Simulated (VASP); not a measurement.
# C (Fd-3m) in VASP: a series of runs

Runs on C. Level: PBE. Tasks: single point.

Program: VASP 6.6.1. These are calculated values, not measurements. Logs are shortened: lines on timing, memory, paths and dates and some standing lists are left out, and cuts for length are marked.

## 1. The cell of the first run

The structure is cubic, space group Fd-3m (No. 227). Conventional cell: a = 3.571 Å, b = 3.571 Å, c = 3.571 Å, α = 90.00°, β = 90.00°, γ = 90.00°. C (site symmetry -43m) has 4 C at 1.55 Å within 2.1 Å.

## 2. Single point, PBE

INCAR reads:

```
ALGO     = Normal         # electronic algorithm
EDIFF    = 1E-7           # SCF threshold, eV
ENCUT    = 520            # plane-wave cutoff, eV
GGA      = PE             # functional
ISIF     = 2              # what is computed and relaxed
ISMEAR   = 0              # smearing method
LASPH    = True           # aspherical terms in the spheres
LCHARG   = False          # write CHGCAR
LREAL    = False          # projectors in reciprocal space
LWAVE    = False          # write WAVECAR
NBANDS   = 11             # bands
NELM     = 80             # most SCF steps
PREC     = Accurate       # precision mode
SIGMA    = 0.02           # smearing width, eV
```

KPOINTS reads:

```
k-points
0
Gamma
  12 12 12
```

POSCAR reads:

```
C
1.0
    0.0000000000      1.7857368678      1.7857368678
    1.7857368678      0.0000000000      1.7857368678
    1.7857368678      1.7857368678      0.0000000000
C
2
Direct
    0.0000000000      0.0000000000      0.0000000000
    0.2500000000      0.2500000000      0.2500000000
```

Potentials or basis: VASP PAW PBE potentials, release 64 (C).

Run with:

```
cat potpaw_PBE.64/C/POTCAR > POTCAR
mpirun -np 1 vasp_std > vasp.out
```

OUTCAR:

```text
EDIFF = 1E-7
   ENCUT = 520
   GGA = PE
   ISIF = 2
   ISMEAR = 0
   LASPH = True
   LREAL = False
   NELM = 80
   PREC = Accurate

 ion  position               nearest neighbor table
   1  0.000  0.000  0.000-   2 1.55   2 1.55   2 1.55   2 1.55
   2  0.250  0.250  0.250-   1 1.55   1 1.55   1 1.55   1 1.55

  LATTYP: Found a face centered cubic cell.
 ALAT       =     3.5714737356

  Lattice vectors:

 A1 = (   0.0000000000,   1.7857368678,   1.7857368678)
 A2 = (   1.7857368678,   0.0000000000,   1.7857368678)
 A3 = (   1.7857368678,   1.7857368678,   0.0000000000)

Analysis of symmetry for initial positions (statically):
=====================================================================
 Subroutine PRICEL returns:
 Original cell was already a primitive cell.

 Routine SETGRP: Setting up the symmetry group for a
 face centered cubic supercell.

 Subroutine GETGRP returns: Found 48 space group operations
 (whereof 24 operations were pure point group operations)
 out of a pool of 48 trial point group operations.

The static configuration has the point symmetry T_d .
 The point group associated with its full space group is O_h .

Analysis of symmetry for dynamics (positions and initial velocities):
=====================================================================
 Subroutine PRICEL returns:
 Original cell was already a primitive cell.

 Routine SETGRP: Setting up the symmetry group for a
 face centered cubic supercell.

 Subroutine GETGRP returns: Found 48 space group operations
 (whereof 24 operations were pure point group operations)
 out of a pool of 48 trial point group operations.

The dynamic configuration has the point symmetry T_d .
 The point group associated with its full space group is O_h .

 Subroutine INISYM returns: Found 48 space group operations
 (whereof 24 operations are pure point group operations),
 and found     1 'primitive' translations

----------------------------------------------------------------------------------------

                                     Primitive cell

  volume of cell :      11.3889

  direct lattice vectors                    reciprocal lattice vectors
     0.000000000  1.785736868  1.785736868    -0.279996459  0.279996459  0.279996459
     1.785736868  0.000000000  1.785736868     0.279996459 -0.279996459  0.279996459
     1.785736868  1.785736868  0.000000000     0.279996459  0.279996459 -0.279996459

  length of vectors
     2.525413297  2.525413297  2.525413297     0.484968093  0.484968093  0.484968093

  position of ions in fractional coordinates (direct lattice)
     0.000000000  0.000000000  0.000000000
     0.250000000  0.250000000  0.250000000

  ion indices of the primitive-cell ions
   primitive index   ion index
                 1           1
                 2           2

----------------------------------------------------------------------------------------

 KPOINTS: k-points

Automatic generation of k-mesh.
 Grid dimensions read from file:
 generate k-points for:   12   12   12

 Generating k-lattice:

  Cartesian coordinates                     Fractional coordinates (reciprocal lattice)
    -0.023333038  0.023333038  0.023333038     0.083333333  0.000000000  0.000000000
     0.023333038 -0.023333038  0.023333038     0.000000000  0.083333333  0.000000000
     0.023333038  0.023333038 -0.023333038     0.000000000  0.000000000  0.083333333

  Length of vectors
     0.040414008  0.040414008  0.040414008

  Shift w.r.t. Gamma in fractional coordinates (k-lattice)
     0.000000000  0.000000000  0.000000000

 Subroutine IBZKPT returns following result:
 ===========================================

 Found     72 irreducible k-points:

 Following reciprocal coordinates:
            Coordinates               Weight
  0.000000  0.000000  0.000000      1.000000
  0.083333  0.000000  0.000000      8.000000
  0.166667  0.000000  0.000000      8.000000
  0.250000  0.000000  0.000000      8.000000
  0.333333  0.000000  0.000000      8.000000
  0.416667  0.000000  0.000000      8.000000
[... 16 lines left out ...]
  0.500000  0.166667  0.000000     24.000000
 -0.416667  0.166667  0.000000     24.000000
 [... further k-points ...]
   k-points           NKPTS =     72   k-points in BZ     NKDIM =     72   number of bands    NBANDS=     11
   number of dos      NEDOS =    301   number of ions     NIONS =      2
   total plane-waves  NPLWV =   8000
   dimension x,y,z NGX =    20 NGY =   20 NGZ =   20
   dimension x,y,z NGXF=    40 NGYF=   40 NGZF=   40
   ions per type =               2
   NGX,Y,Z   is equivalent  to a cutoff of  13.17, 13.17, 13.17 a.u.
   NGXF,Y,Z  is equivalent  to a cutoff of  26.33, 26.33, 26.33 a.u.
 SYSTEM =  unknown system
   PREC   = accura    normal or accurate (medium, high low for compatibility)
   ISTART =      0    job   : 0-new  1-cont  2-samecut
   ICHARG =      2    charge: 1-file 2-atom 10-const
   ISPIN  =      1    spin polarized calculation?
   LNONCOLLINEAR =      F non collinear calculations
   LSORBIT =      F    spin-orbit coupling
   LASPH  =      T    aspherical Exc in radial PAW
   ENCUT  =  520.0 eV  38.22 Ry    6.18 a.u.   4.70  4.70  4.70*2*pi/ulx,y,z
   NELM   =     80;   NELMIN=  2; NELMDL= -5     # of ELM steps
   EDIFF  = 0.1E-06   stopping-criterion for ELM
   LREAL  =      F    real-space projection
   EDIFFG = 0.1E-05   stopping-criterion for IOM
   NSW    =      0    number of steps for IOM
   IBRION =     -1    ionic relax: 0-MD 1-quasi-New 2-CG
   NFREE  =      0    steps in history (QN), initial steepest desc. (CG)
   ISIF   =      2    stress and relaxation
   ISYM   =      2    0-nonsym 1-usesym 2-fastsym
   POTIM  = 0.5000    time-step for ionic-motion
   TEBEG  =    0.0;   TEEND  =   0.0 temperature during run
   PSTRESS=    0.0 pullay stress
   NELECT =       8.0000    total number of electrons
   NUPDOWN=      -1.0000    fix difference up-down
   EMIN   =  10.00;   EMAX   =-10.00  energy-range for DOS
   EFERMI =   0.00;   METHOD = LEGACY
   ISMEAR =     0;   SIGMA  =   0.02  broadening in eV -4-tet -1-fermi 0-gaus
   EFERMI_NEDOS =   21; number of points for ismear=-14 and -15
   IALGO  =     38    algorithm
   IMIX   =      4    mixing-type and parameters
     AMIX     =   0.40;   BMIX     =  1.00
     AMIX_MAG =   1.60;   BMIX_MAG =  1.00
  volume/ion in A,a.u.               =       5.69        38.43
  Fermi-wavevector in a.u.,A,eV,Ry     =   1.455272  2.750064 28.814625  2.117815
  Thomas-Fermi vector in A             =   2.572325
   LORBIT       =      0    0 simple, 1 ext, 2 COOP (PROOUT), +10 PAW based schemes
   GGA     = PE    functional components
   LHFCALC =     F    Hartree Fock is set to
   AEXX    =    0.0000 exact exchange contribution
   IVDW    =     0    specifies the selected vdW correction
   LEPSILON=     F    determine dielectric tensor
   LRPA    =     F    only Hartree local field effects (RPA)
 non-spin polarized calculation
 Gauss-broadening in eV      SIGMA  =   0.02
  energy-cutoff  :      520.00
  volume of cell :       11.39
 maximum number of plane-waves:       331
   NGX =  9   NGY =  9   NGZ =  9

 number of electron       7.9999999 magnetization

 Free energy of the ion-electron system (eV)
  ---------------------------------------------------
  ext. energy  EPLUGINS =         0.00000000
  ---------------------------------------------------
  free energy    TOTEN  =       -18.18576161 eV

  energy without entropy =      -18.18576161  energy(sigma->0) =      -18.18576161

 E-fermi :   9.7760     XC(G=0): -13.2309

 val. band max:        9.6724314546   @ k =   0.0000   0.0000   0.0000
 cond. band min:      13.8165438307   @ k =   0.3333   0.3333   0.0000
 fundamental gap:      4.1441123761
 Fermi energy:         9.7760309571

 k-point     1 :       0.0000    0.0000    0.0000
  band No.  band energies     occupation
      1     -11.7513      2.00000
      2       9.6724      2.00000
      3       9.6724      2.00000
      4       9.6724      2.00000
      5      15.2515      0.00000
      6      15.2515      0.00000
      7      15.2515      0.00000
      8      22.9134      0.00000
      9      28.9155      0.00000
     10      36.1634      0.00000
     11      36.1634      0.00000

 k-point     2 :       0.0833    0.0000    0.0000
  band No.  band energies     occupation
      1     -11.5595      2.00000
      2       8.4503      2.00000
      3       9.3514      2.00000
      4       9.3514      2.00000
      5      15.6725      0.00000
      6      15.6725      0.00000
      7      15.9617      0.00000
      8      23.0816      0.00000
      9      29.2356      0.00000
     10      34.0454      0.00000
     11      34.0454      0.00000

 k-point     3 :       0.1667    0.0000    0.0000
  band No.  band energies     occupation
      1     -10.9864      2.00000
      2       5.9274      2.00000
      3       8.6537      2.00000
      4       8.6537      2.00000
      5      16.5882      0.00000
      6      16.5882      0.00000
      7      17.0407      0.00000
      8      23.5654      0.00000
      9      29.9049      0.00000
     10      32.4540      0.00000
     11      32.4540      0.00000

 k-point     4 :       0.2500    0.0000    0.0000
  band No.  band energies     occupation
      1     -10.0405      2.00000
      2       3.1003      2.00000
      3       7.9337      2.00000
      4       7.9337      2.00000
      5      17.4430      0.00000
      6      17.4430      0.00000
      7      17.7811      0.00000
      8      24.2446      0.00000
      9      30.3329      0.00000
     10      32.0370      0.00000
     11      32.0370      0.00000
[... 239 lines left out ...]
 k-point    22 :       0.4167    0.1667    0.0000
  band No.  band energies     occupation
      1      -7.5912      2.00000
      2      -0.0735      2.00000
      3       5.4145      2.00000
      4       5.6354      2.00000
      5      16.3340      0.00000
      6      20.6341      0.00000
      7      20.7367      0.00000
      8      22.3271      0.00000
      9      30.6983      0.00000
     10      32.0586      0.00000
     11      37.0231      0.00000

 k-point    23 :       0.5000    0.1667    0.0000
  band No.  band energies     occupation
      1      -6.0167      2.00000
      2      -2.3036      2.00000
      3       4.6997      2.00000
      4       5.7221      2.00000
      5      16.7555      0.00000
      6      20.3659      0.00000
      7      20.8489      0.00000
      8      23.9205      0.00000
      9      29.7671      0.00000
     10      33.4188      0.00000
     11      36.2101      0.00000

 k-point    24 :      -0.4167    0.1667    0.0000
  band No.  band energies     occupation
      1      -5.5902      2.00000
      2      -2.8160      2.00000
      3       4.2153      2.00000
      4       6.0987      2.00000
      5      17.1915      0.00000
      6      19.8780      0.00000
      7      20.8267      0.00000
      8      25.0668      0.00000
      9      29.0761      0.00000
     10      33.8162      0.00000
     11      34.1726      0.00000

 [... further k-points ...]
[... 5 lines left out ...]
  --------------------------------------------------------------------------------------
  -------------------------------------------------------------------------------------
  Total        0.0501495      0.0501495      0.0501495     -0.0000000     -0.0000000     -0.0000000
  in kB        7.0549663      7.0549663      7.0549663     -0.0000000     -0.0000000     -0.0000000
  external PRESSURE =       7.0549663 kB  Pullay stress =       0.0000000 kB

 VOLUME and BASIS-vectors are now :
 -----------------------------------------------------------------------------
  energy-cutoff  :      520.00
  volume of cell :       11.39
      direct lattice vectors                 reciprocal lattice vectors
     0.000000000  1.785736868  1.785736868    -0.279996459  0.279996459  0.279996459
     1.785736868  0.000000000  1.785736868     0.279996459 -0.279996459  0.279996459
     1.785736868  1.785736868  0.000000000     0.279996459  0.279996459 -0.279996459

 POSITION                                       TOTAL-FORCE (eV/Angst)
 -----------------------------------------------------------------------------------
      0.00000      0.00000      0.00000         0.000000      0.000000      0.000000
      0.89287      0.89287      0.89287        -0.000000     -0.000000     -0.000000
 -----------------------------------------------------------------------------------
    total drift:                                0.000000      0.000000      0.000000

  FREE ENERGIE OF THE ION-ELECTRON SYSTEM (eV)
  ---------------------------------------------------
  free  energy   TOTEN  =       -18.1857616071 eV

  energy  without entropy=      -18.1857616071  energy(sigma->0) =      -18.18576161
```

Wall time 3.6 s (1 thread of Intel Xeon 6975P-C (Granite Rapids), shared host); peak memory 0.11 GiB.

Results:

| Quantity | Value |
| --- | --- |
| Free energy | -18.1858 eV |
| Pressure | 0.7 GPa |
| Band gap on the k mesh | 4.14 eV, indirect (least direct gap 5.58 eV) |

A k mesh can miss the band edges.

## 3. Single point, PBE

This run uses another cell than the first one, of 5.67 Å³/atom, 0.996 times its volume.

INCAR reads:

```
ALGO = Normal ; EDIFF = 1E-7
ENCUT = 520 ; GGA = PE
ISIF = 2 ; ISMEAR = 0
LASPH = True ; LCHARG = False
LREAL = False ; LWAVE = False
NBANDS = 11 ; NELM = 100
PREC = Accurate ; SIGMA = 0.02
```

KPOINTS is that of step 2.

POSCAR reads:

```
C
1.0
    0.0000000000      1.7833700000      1.7833700000
    1.7833700000      0.0000000000      1.7833700000
    1.7833700000      1.7833700000      0.0000000000
C
2
Direct
    0.0000000000      0.0000000000      0.0000000000
    0.2500000000      0.2500000000      0.2500000000
```

Potentials or basis: VASP PAW PBE potentials, release 64 (C).

Run with:

```
cat potpaw_PBE.64/C/POTCAR > POTCAR
mpirun -np 1 vasp_std > vasp.out
```

Run time: 3.5 s. Hardware: 1 thread of Intel Xeon 6975P-C (Granite Rapids), shared host; peak memory 0.11 GiB.

The run converged. Its results:

```
Free energy            : -18.1852 eV
Pressure               : 2.5 GPa
Band gap on the k mesh : 4.15 eV, indirect (least direct gap 5.59 eV)
```

Levels at points of the mesh, in eV from the valence-band top:
```csv
k point,band 1,band 2,band 3,band 4,band 5,band 6,band 7,band 8,band 9
"(0.00, 0.00, 0.00)",-21.48,0.00,0.00,0.00,5.59,5.59,5.59,13.33,19.29
"(0.50, 0.00, 0.00)",-15.70,-13.37,-2.80,-2.80,8.46,8.46,8.85,15.70,21.90
"(0.50, 0.50, 0.00)",-12.76,-12.76,-6.30,-6.30,4.76,4.76,16.81,16.81,23.24
```
